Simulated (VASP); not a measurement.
A run of VASP 6.6.1 is set up as follows.

Contents of INCAR:

```
SYSTEM = GeSb2Te4
PREC     = Accurate       ! precision mode
ENCUT    = 520            ! plane-wave cutoff, eV
EDIFF    = 1E-6           ! SCF threshold, eV
ISMEAR   = 0              ! smearing method
SIGMA    = 0.15           ! smearing width, eV
LREAL    = .False.        ! projectors in reciprocal space
LASPH    = .True.         ! aspherical terms in the spheres
NELM     = 80             ! most SCF steps
ALGO     = Normal         ! electronic algorithm
ISIF     = 2              ! what is computed and relaxed
LWAVE    = .False.        ! write WAVECAR
LCHARG   = .True.         ! write CHGCAR
GGA      = PE             ! functional
LELF     = .True.         ! ELF
LVHAR    = .True.       
NBANDS   = 33             ! bands
```

Contents of KPOINTS:

```
Automatic mesh
0
Gamma
  10 10 10
  0 0 0
```

File POSCAR:

```
GeSb2Te4
1.0
   -3.0583613265      3.0583613265      6.0658885767
    3.0583613265     -3.0583613265      6.0658885767
    3.0583613265      3.0583613265     -6.0658885767
Ge Sb Te
1 2 4
Direct
    0.0000000000      0.0000000000      0.0000000000
    0.5000000000      0.5000000000      0.0000000000
    0.2500000000      0.7500000000      0.5000000000
    0.5034776083      0.0034776083      0.5000000000
    0.2461633356      0.2461633356      0.0000000000
    0.9965223917      0.4965223917      0.5000000000
    0.7538366644      0.7538366644      0.0000000000
```

Potentials or basis: VASP PAW PBE potentials, release 64 (Ge_d, Sb, Te).

Launch:

```console
$ cat potpaw_PBE.64/Ge_d/POTCAR potpaw_PBE.64/Sb/POTCAR potpaw_PBE.64/Te/POTCAR > POTCAR
$ mpirun -np 1 vasp_std > vasp.out
```

Problem. Estimate the band gap on the k mesh.

Solution. Zero (band 24 reaches 5.44 eV, above the bottom of band 25 at 5.29 eV).

Problem. Estimate the pressure.

Solution. 0.0 GPa.

Forces on the atoms (eV/Å):
```
Ge   0.000  0.000  0.000
Sb   0.000  0.000  0.000
Sb   0.000  0.000  0.000
Te   0.000  0.000  0.007
Te   0.000  0.000 -0.002
Te   0.000  0.000 -0.007
Te   0.000  0.000  0.002
```

Caveat: spin-orbit coupling is left out, which moves the levels of the heavy elements.
